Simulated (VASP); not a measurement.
# Eu (Im-3m) in VASP: further runs

The runs below take Eu through single point, with r2SCAN.

Program: VASP 6.6.1. These are calculated values, not measurements. Logs are shortened: lines on timing, memory, paths and dates and some standing lists are left out, and cuts for length are marked.

## (1) The cell of the first run

The structure is cubic, space group Im-3m (No. 229). Conventional cell: a = 4.455 Å, b = 4.455 Å, c = 4.455 Å, α = 90.00°, β = 90.00°, γ = 90.00°. Within 5.1 Å of Eu (site symmetry m-3m) lie 14 Eu at 3.86 to 4.45 Å.

## (2) Single point, r2SCAN, collinear spin, ferromagnetic start

The input, POSCAR:

```
Eu
1.0
   -2.2274745855      2.2274745855      2.2274745855
    2.2274745855     -2.2274745855      2.2274745855
    2.2274745855      2.2274745855     -2.2274745855
Eu
1
Direct
    0.0000000000      0.0000000000      0.0000000000
```

The input, INCAR.step1:

```
ALGO = Normal ; EDIFF = 1E-4
ENCUT = 520 ; GGA = PE
ISMEAR = -1 ; ISPIN = 2
LASPH = T ; LCHARG = F
LMAXMIX = 6 ; LREAL = F
LWAVE = T ; MAGMOM = 7.31
NBANDS = 18 ; NELM = 150
PREC = Accurate ; SIGMA = 0.6
```

The input, INCAR.step2:

```
ALGO = Normal ; EDIFF = 1E-6
ENCUT = 520 ; ISIF = 2
ISMEAR = -1 ; ISPIN = 2
ISTART = 1 ; LASPH = T
LCHARG = F ; LMAXMIX = 6
LMIXTAU = T ; LORBIT = 11
LREAL = F ; LWAVE = F
MAGMOM = 7.31 ; METAGGA = R2SCAN
NBANDS = 18 ; NELM = 150
PREC = Accurate ; SIGMA = 0.6
```

The input, KPOINTS:

```
k-points
0
Gamma
  10 10 10
```

Potentials or basis: VASP PAW PBE potentials, release 64 (Eu).

Launch:

```console
> cat potpaw_PBE.64/Eu/POTCAR > POTCAR
> cp INCAR.step1 INCAR
> mpirun -np 1 vasp_std > vasp.out
> cp INCAR.step2 INCAR
> mpirun -np 1 vasp_std > vasp.out
```

OUTCAR:

```text
EDIFF = 1E-6
   ENCUT = 520
   ISIF = 2
   ISMEAR = -1
   ISPIN = 2
   ISTART = 1
   LASPH = T
   LORBIT = 11
   LREAL = F
   METAGGA = R2SCAN
   NELM = 150
   PREC = Accurate

 ion  position               nearest neighbor table
   1  0.000  0.000  0.000-

  LATTYP: Found a body centered cubic cell.
 ALAT       =     4.4549491710

  Lattice vectors:

 A1 = (  -2.2274745855,   2.2274745855,   2.2274745855)
 A2 = (   2.2274745855,  -2.2274745855,   2.2274745855)
 A3 = (   2.2274745855,   2.2274745855,  -2.2274745855)

Analysis of symmetry for initial positions (statically):
=====================================================================
 Subroutine PRICEL returns:
 Original cell was already a primitive cell.

 Routine SETGRP: Setting up the symmetry group for a
 body centered cubic supercell.

 Subroutine GETGRP returns: Found 48 space group operations
 (whereof 48 operations were pure point group operations)
 out of a pool of 48 trial point group operations.

The static configuration has the point symmetry O_h .

Analysis of symmetry for dynamics (positions and initial velocities):
=====================================================================
 Subroutine PRICEL returns:
 Original cell was already a primitive cell.

 Routine SETGRP: Setting up the symmetry group for a
 body centered cubic supercell.

 Subroutine GETGRP returns: Found 48 space group operations
 (whereof 48 operations were pure point group operations)
 out of a pool of 48 trial point group operations.

The dynamic configuration has the point symmetry O_h .

Analysis of structural, dynamic, and magnetic symmetry:
=====================================================================
 Subroutine PRICEL returns:
 Original cell was already a primitive cell.

 Routine SETGRP: Setting up the symmetry group for a
 body centered cubic supercell.

 Subroutine GETGRP returns: Found 48 space group operations
 (whereof 48 operations were pure point group operations)
 out of a pool of 48 trial point group operations.

The overall configuration has the point symmetry O_h .

 Subroutine INISYM returns: Found 48 space group operations
 (whereof 48 operations are pure point group operations),
 and found     1 'primitive' translations

----------------------------------------------------------------------------------------

                                     Primitive cell

  volume of cell :      44.2077

  direct lattice vectors                    reciprocal lattice vectors
[... 101 lines left out ...]
   EFERMI_NEDOS =   21; number of points for ismear=-14 and -15
   IALGO  =     38    algorithm
   IMIX   =      4    mixing-type and parameters
     AMIX     =   0.40;   BMIX     =  1.00
     AMIX_MAG =   1.60;   BMIX_MAG =  1.00
  volume/ion in A,a.u.               =      44.21       298.33
  Fermi-wavevector in a.u.,A,eV,Ry     =   1.190488  2.249696 19.283018  1.417262
  Thomas-Fermi vector in A             =   2.326572
   LORBIT       =     11    0 simple, 1 ext, 2 COOP (PROOUT), +10 PAW based schemes
   METAGGA = R2SCAN    functional components
   LHFCALC =     F    Hartree Fock is set to
   AEXX    =    0.0000 exact exchange contribution
   IVDW    =     0    specifies the selected vdW correction
   LEPSILON=     F    determine dielectric tensor
   LRPA    =     F    only Hartree local field effects (RPA)
 spin polarized calculation
  energy-cutoff  :      520.00
  volume of cell :       44.21
 maximum number of plane-waves:      1205
 NGX is ok and might be reduce to    30
   NGX = 15   NGY = 15   NGZ = 15

 number of electron      16.9999996 magnetization       7.3591985

 Free energy of the ion-electron system (eV)
  ---------------------------------------------------
  ext. energy  EPLUGINS =         0.00000000
  ---------------------------------------------------
  free energy    TOTEN  =       -40.93783626 eV

  energy without entropy =      -38.56050697  energy(sigma->0) =      -39.74917161

 E-fermi :   1.8430     XC(G=0):  -9.1770

 val. band max:        1.8319225680   @ k =  -0.4000   0.5000   0.1000
 cond. band min:       1.8691401828   @ k =   0.5000   0.5000   0.4000
 fundamental gap:      0.0372176148
 Fermi energy:         1.8429918999

 spin component 1

 k-point     1 :       0.0000    0.0000    0.0000
  band No.  band energies     occupation
      1     -41.9154      1.00000
      2     -19.7546      1.00000
      3     -19.7546      1.00000
      4     -19.7545      1.00000
      5      -2.8207      0.99958
      6       0.0697      0.95052
[... 493 lines left out ...]
     17       5.9355      0.00109
     18      10.2631      0.00000

 [... further k-points ...]

 spin component 2

 k-point     1 :       0.0000    0.0000    0.0000
  band No.  band energies     occupation
      1     -38.2674      1.00000
      2     -17.1212      1.00000
      3     -17.1212      1.00000
      4     -17.1212      1.00000
      5      -1.5150      0.99630
      6       5.0519      0.00473
[... 493 lines left out ...]
     17       7.4272      0.00009
     18      11.7356      0.00000

 [... further k-points ...]

------------------------ aborting loop because EDIFF is reached ----------------------------------------

  FORCE on cell =-STRESS in cart. coord.  units (eV):
  Direction    XX          YY          ZZ          XY          YZ          ZX
  --------------------------------------------------------------------------------------
  -------------------------------------------------------------------------------------
  Total       -0.1179550     -0.1179550     -0.1179550      0.0000000      0.0000000     -0.0000000
  in kB       -4.2749249     -4.2749249     -4.2749249      0.0000000      0.0000000     -0.0000000
  external PRESSURE =      -4.2749249 kB  Pullay stress =       0.0000000 kB

 VOLUME and BASIS-vectors are now :
 -----------------------------------------------------------------------------
  energy-cutoff  :      520.00
  volume of cell :       44.21
      direct lattice vectors                 reciprocal lattice vectors
    -2.227474585  2.227474585  2.227474585     0.000000000  0.224469452  0.224469452
     2.227474585 -2.227474585  2.227474585     0.224469452  0.000000000  0.224469452
     2.227474585  2.227474585 -2.227474585     0.224469452  0.224469452  0.000000000

 POSITION                                       TOTAL-FORCE (eV/Angst)
 -----------------------------------------------------------------------------------
      0.00000      0.00000      0.00000         0.000000     -0.000000     -0.000000
 -----------------------------------------------------------------------------------
    total drift:                               -0.000000     -0.000000      0.000000

  FREE ENERGIE OF THE ION-ELECTRON SYSTEM (eV)
  ---------------------------------------------------
  free  energy   TOTEN  =       -40.9378362587 eV

  energy  without entropy=      -38.5605069663  energy(sigma->0) =      -39.74917161

 total charge

# of ion       s       p       d       f       tot
--------------------------------------------------
    1        2.075   5.739   0.389   6.472  14.675

 magnetization (x)

# of ion       s       p       d       f       tot
--------------------------------------------------
    1       -0.008  -0.157   0.206   6.460   6.501
```

Wall time 2.9 min (1 thread of Intel Xeon 6975P-C (Granite Rapids), shared host); peak memory 0.24 GiB.

Results:

```
Free energy                                           : -40.9378 eV
Pressure                                              : -0.4 GPa
Net moment                                            : 7.36 μB per cell
Site moments                                          : Eu +6.50 μB
Valence electrons inside the program's atomic spheres : Eu 14.68
```

Levels at points of the mesh, in eV from the Fermi level:
Spin up:
```csv
k point,band 10,band 11,band 12,band 13,band 14,band 15
"(0.00, 0.00, 0.00)",-1.65,-1.65,-1.61,1.84,1.84,1.84
"(0.50, 0.00, 0.00)",-1.66,-1.65,-1.63,0.40,0.43,3.45
"(0.50, 0.50, 0.50)",-1.63,-1.63,-1.16,-1.16,4.83,4.83
```
Spin down:
```csv
k point,band 2,band 3,band 4,band 5,band 6,band 7,band 8,band 9
"(0.00, 0.00, 0.00)",-18.96,-18.96,-18.96,-3.36,3.21,3.21,3.21,4.29
"(0.50, 0.00, 0.00)",-19.42,-19.11,-18.97,-0.60,1.65,1.71,4.21,4.52
"(0.50, 0.50, 0.50)",-19.28,-19.28,-19.28,-0.10,-0.10,4.26,4.26,4.26
```

Caveat: so wide a smearing shifts energies and pressures; the PAW data sets were made with another functional, which shifts forces and pressure a little; spin-orbit coupling is left out, which moves the levels of the heavy elements; semilocal functionals describe open f shells poorly, which spoils levels, moments and volumes. The state reached can hang on the start; a lower one may exist.

## (3) Single point, r2SCAN, collinear spin, ferromagnetic start

POSCAR is that of step 2.

The input, INCAR.step1:

```
SYSTEM = Eu
PREC = Accurate
ENCUT = 520
ISMEAR = -1
SIGMA = 1.0
LREAL = .False.
LASPH = .True.
NELM = 150
ISPIN = 2
MAGMOM = 7.31
LMAXMIX = 6
NBANDS = 18
GGA = PE
ALGO = Normal
EDIFF = 1E-4
LWAVE = .True.
LCHARG = .False.
```

The input, INCAR.step2:

```
SYSTEM = Eu
PREC = Accurate
ENCUT = 520
EDIFF = 1E-6
ISMEAR = -1
SIGMA = 1.0
LREAL = .False.
LASPH = .True.
NELM = 150
ALGO = Normal
ISIF = 2
LWAVE = .False.
LCHARG = .True.
ISPIN = 2
MAGMOM = 7.31
LORBIT = 11
LMAXMIX = 6
METAGGA = R2SCAN
LMIXTAU = .True.
LELF = .True.
LVHAR = .True.
NBANDS = 18
ISTART = 1
```

The input, KPOINTS:

```
regular mesh
0
Gamma
  10 10 10
  0 0 0
```

Potentials or basis: VASP PAW PBE potentials, release 64 (Eu).

Launch:

```console
> cat potpaw_PBE.64/Eu/POTCAR > POTCAR
> cp INCAR.step1 INCAR
> mpirun -np 1 vasp_std > vasp.out
> cp INCAR.step2 INCAR
> mpirun -np 1 vasp_std > vasp.out
```

OUTCAR:

```text
SYSTEM = Eu
   PREC = Accurate
   ENCUT = 520
   EDIFF = 1E-6
   ISMEAR = -1
   LREAL = .False.
   LASPH = .True.
   NELM = 150
   ISIF = 2
   ISPIN = 2
   LORBIT = 11
   METAGGA = R2SCAN
   ISTART = 1

 ion  position               nearest neighbor table
   1  0.000  0.000  0.000-

  LATTYP: Found a body centered cubic cell.
 ALAT       =     4.4549491710

  Lattice vectors:

 A1 = (  -2.2274745855,   2.2274745855,   2.2274745855)
 A2 = (   2.2274745855,  -2.2274745855,   2.2274745855)
 A3 = (   2.2274745855,   2.2274745855,  -2.2274745855)

[... 1214 lines left out ...]
  -------------------------------------------------------------------------------------
  Total        0.0694870      0.0694870      0.0694870      0.0000000      0.0000000     -0.0000000
  in kB        2.5183480      2.5183480      2.5183480      0.0000000      0.0000000     -0.0000000
  external PRESSURE =       2.5183480 kB  Pullay stress =       0.0000000 kB

 VOLUME and BASIS-vectors are now :
 -----------------------------------------------------------------------------
  energy-cutoff  :      520.00
  volume of cell :       44.21
      direct lattice vectors                 reciprocal lattice vectors
    -2.227474585  2.227474585  2.227474585     0.000000000  0.224469452  0.224469452
     2.227474585 -2.227474585  2.227474585     0.224469452  0.000000000  0.224469452
     2.227474585  2.227474585 -2.227474585     0.224469452  0.224469452  0.000000000

 POSITION                                       TOTAL-FORCE (eV/Angst)
 -----------------------------------------------------------------------------------
      0.00000      0.00000      0.00000        -0.000000      0.000000     -0.000000
 -----------------------------------------------------------------------------------
    total drift:                               -0.000000     -0.000000      0.000000

  FREE ENERGIE OF THE ION-ELECTRON SYSTEM (eV)
  ---------------------------------------------------
  free  energy   TOTEN  =       -43.0092108886 eV

  energy  without entropy=      -36.4177541266  energy(sigma->0) =      -39.71348251

 total charge

# of ion       s       p       d       f       tot
--------------------------------------------------
    1        2.066   5.708   0.493   6.346  14.613

 magnetization (x)

# of ion       s       p       d       f       tot
--------------------------------------------------
    1       -0.010  -0.155   0.183   6.042   6.060
```

Run time: 2.9 min. Hardware: 1 thread of Intel Xeon 6975P-C (Granite Rapids), shared host; peak memory 0.24 GiB.

Results:

- Free energy: -43.0092 eV
- Pressure: 0.3 GPa
- Net moment: 6.66 μB per cell
- Site moments: Eu +6.06 μB
- Valence electrons inside the program's atomic spheres: Eu 14.61

Levels at points of the mesh, in eV from the Fermi level:
Spin up:
```
           k point  band 10  band 11  band 12  band 13  band 14  band 15
(0.00, 0.00, 0.00)    -2.16    -2.16    -2.12     1.96     1.96     1.96
(0.50, 0.00, 0.00)    -2.16    -2.15    -1.55     0.61     0.70     3.58
(0.50, 0.50, 0.50)    -2.15    -2.15    -0.89    -0.89     5.08     5.08
```
Spin down:
```
           k point  band 2  band 3  band 4  band 5  band 6  band 7  band 8  band 9
(0.00, 0.00, 0.00)  -19.24  -19.24  -19.24   -3.44    3.16    3.16    3.16    3.55
(0.50, 0.00, 0.00)  -19.69  -19.38  -19.25   -0.66    1.52    1.65    3.51    3.73
(0.50, 0.50, 0.50)  -19.55  -19.55  -19.55   -0.15   -0.15    3.58    3.58    3.58
```

Caveat: so wide a smearing shifts energies and pressures; the PAW data sets were made with another functional, which shifts forces and pressure a little; spin-orbit coupling is left out, which moves the levels of the heavy elements; semilocal functionals describe open f shells poorly, which spoils levels, moments and volumes.

## (4) Single point, r2SCAN, collinear spin, ferromagnetic start

POSCAR is that of step 3.

The input, INCAR.step1:

```
PREC     = Accurate       # precision mode
ENCUT    = 520            # plane-wave cutoff, eV
ISMEAR   = 0              # smearing method
SIGMA    = 0.01           # smearing width, eV
LREAL    = F              # projectors in reciprocal space
LASPH    = T              # aspherical terms in the spheres
NELM     = 150            # most SCF steps
ISPIN    = 2              # spin polarisation
MAGMOM   = 7.31           # initial moments
LMAXMIX  = 6              # l up to which the mixer works
NBANDS   = 18             # bands
GGA      = PE             # functional
ALGO     = Normal         # electronic algorithm
EDIFF    = 1E-4           # SCF threshold, eV
LWAVE    = T              # write WAVECAR
LCHARG   = F              # write CHGCAR
```

The input, INCAR.step2:

```
PREC     = Accurate       # precision mode
ENCUT    = 520            # plane-wave cutoff, eV
EDIFF    = 1E-7           # SCF threshold, eV
ISMEAR   = 0              # smearing method
SIGMA    = 0.01           # smearing width, eV
LREAL    = F              # projectors in reciprocal space
LASPH    = T              # aspherical terms in the spheres
NELM     = 150            # most SCF steps
ALGO     = Normal         # electronic algorithm
ISIF     = 2              # what is computed and relaxed
LWAVE    = F              # write WAVECAR
LCHARG   = F              # write CHGCAR
ISPIN    = 2              # spin polarisation
MAGMOM   = 7.31           # initial moments
LORBIT   = 11             # projections on sites
LMAXMIX  = 6              # l up to which the mixer works
METAGGA  = R2SCAN         # meta-GGA
LMIXTAU  = T            
NBANDS   = 18             # bands
ISTART   = 1
```

The input, KPOINTS:

```
regular mesh
0
Gamma
  10 10 10
```

Launch:

```console
> cat potpaw_PBE.64/Eu/POTCAR > POTCAR
> cp INCAR.step1 INCAR
> mpirun -np 1 vasp_std > vasp.out
> cp INCAR.step2 INCAR
> mpirun -np 1 vasp_std > vasp.out
```

Run time: 9.3 min. Hardware: 1 thread of Intel Xeon 6975P-C (Granite Rapids), shared host; peak memory 0.25 GiB.

It converged, with:

```
Free energy                                           : -39.6572 eV
Pressure                                              : -0.3 GPa
Net moment                                            : 7.78 μB per cell
Site moments                                          : Eu +6.71 μB
Valence electrons inside the program's atomic spheres : Eu 14.79
```

Levels at points of the mesh, in eV from the Fermi level:
Spin up:
| k point | band 10 | band 11 | band 12 | band 13 | band 14 | band 15 |
| --- | --- | --- | --- | --- | --- | --- |
| (0.00, 0.00, 0.00) | -0.53 | -0.53 | -0.50 | 1.98 | 1.98 | 1.98 |
| (0.50, 0.00, 0.00) | -0.51 | -0.50 | -0.48 | 0.31 | 0.49 | 3.48 |
| (0.50, 0.50, 0.50) | -0.64 | -0.43 | -0.43 | -0.43 | 4.81 | 4.81 |
Spin down:
```
           k point  band 3  band 4  band 5  band 6  band 7  band 8
(0.00, 0.00, 0.00)  -18.44  -18.44   -3.16    3.23    3.23    3.23
(0.50, 0.00, 0.00)  -18.59  -18.44   -0.48    1.73    1.90    5.02
(0.50, 0.50, 0.50)  -18.78  -18.78    0.15    0.15    5.03    5.03
```

Caveat: the PAW data sets were made with another functional, which shifts forces and pressure a little; spin-orbit coupling is left out, which moves the levels of the heavy elements; semilocal functionals describe open f shells poorly, which spoils levels, moments and volumes.

## (5) The runs side by side

```csv
smearing,gap on the mesh (eV),pressure (GPa),moment (μB)
fermi-dirac 0.6 eV,none,-0.4,7.36
fermi-dirac 1 eV,none,0.3,6.66
gaussian 0.01 eV,none,-0.3,7.78
```

Alike in all rows: task single point; level r2SCAN; potentials or basis VASP PAW PBE potentials, release 64 (Eu); spin collinear, ferromagnetic start; cell as given; k mesh 10 × 10 × 10; cutoff (eV) 520.

Caveats: the PAW data sets were made with another functional, which shifts forces and pressure a little; spin-orbit coupling is left out, which moves the levels of the heavy elements; semilocal functionals describe open f shells poorly, which spoils levels, moments and volumes; so wide a smearing shifts energies and pressures (at least some runs).

Absolute energies hang on the potentials; compare differences alone.

The gap in the log of VASP goes by the Fermi energy; the results here count the filled bands.